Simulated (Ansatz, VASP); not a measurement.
# Two plane-wave programs on Mo

```
CELL_PARAMETERS angstrom
2.74234 0.00000 -0.05485
-1.37117 2.37493 0.02742
-0.04984 0.00000 2.49207
ATOMIC_POSITIONS crystal
Mo 0.00000 0.00000 0.50000
```

Change from the starting cell: strain -0.0400 x Voigt [0, 0, 0, 0, 1, 0], atoms carried along.

Alike in both runs: task single point; functional PBEsol; k mesh 24 × 24 × 24; occupations gaussian, width 0.15 eV; no spin polarisation.

|  | VASP | Ansatz |
| --- | --- | --- |
| version | VASP 6.6.1 | Ansatz 0.2.0 |
| potentials or method | VASP PAW PBE potentials, release 64 (Mo_sv), cutoff 520 eV | scalar-relativistic, plane waves, PAW |
| valence electrons in the cell | 14 | 14 |

```tsv
	VASP	Ansatz	Ansatz less VASP
gap on the k mesh at the Fermi level (eV)	none	none	-
pressure (GPa)	0.6	0.0	-0.60
traceless stress, the component that is largest in VASP (GPa)	-3.64	-3.63	+0.007
```

VASP's potentials were made for PBE, not for PBEsol. A gap of «none» marks a metal or a gap that the smearing closes.
